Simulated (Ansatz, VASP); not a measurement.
One calculation of FeSi, two programs

INCAR

```
PREC = Accurate ; ENCUT = 520
EDIFF = 1E-6 ; ISMEAR = 0
SIGMA = 0.05 ; LREAL = F
LASPH = T ; NELM = 100
ALGO = Normal ; ISIF = 2
LWAVE = F ; LCHARG = F
GGA = PE ; NBANDS = 13
```

File KPOINTS:

```
regular mesh
0
Gamma
  16 16 16
```

Contents of POSCAR:

```
FeSi
1.0
    2.7402885431      0.0000000000      0.0000000000
    0.0000000000      2.7402885431      0.0000000000
    0.0000000000      0.0000000000      2.7402885431
Fe Si
1 1
Direct
    0.5000000000      0.5000000000      0.5000000000
    0.0000000000      0.0000000000      0.0000000000
```

Input for Ansatz:

```yaml
crystal:
  lattice:
    - [2.7402885431, 0.0, 0.0]
    - [0.0, 2.7402885431, 0.0]
    - [0.0, 0.0, 2.7402885431]
  atoms:
    - { symbol: Fe, position: [0.5, 0.5, 0.5] }
    - { symbol: Si, position: [0.0, 0.0, 0.0] }
basis:
  ecutwfc: 420
  ecutrho_ratio: 4
kpoints:
  mp_grid: { grid: [16, 16, 16] }
hamiltonian:
  xc: pbe
scf:
  occupations: { method: gaussian, width: 0.05 }
output:
  forces: true
  stress: true
  eigenvalues: true
```

Alike in both runs: task single point; functional PBE; k mesh 16 × 16 × 16; occupations gaussian, width 0.05 eV; no spin polarisation.

|  | VASP | Ansatz |
| --- | --- | --- |
| version | VASP 6.6.1 | Ansatz 0.2.0 |
| potentials or method | VASP PAW PBE potentials, release 64 (Fe, Si), cutoff 520 eV | scalar-relativistic, plane waves, PAW |
| valence electrons in the cell | 12 | 20 |

|  | VASP | Ansatz | Ansatz less VASP |
| --- | --- | --- | --- |
| gap on the k mesh at the Fermi level (eV) | none | none | - |
| pressure (GPa) | 5.5 | 5.2 | -0.28 |

A gap of «none» marks a metal or a gap that the smearing closes. The functional is the same, so the differences come from potentials, cutoffs and numerics. VASP's potentials hold 12 valence electrons a cell and Ansatz's 20, so a difference there can come from the potentials and not from the codes.
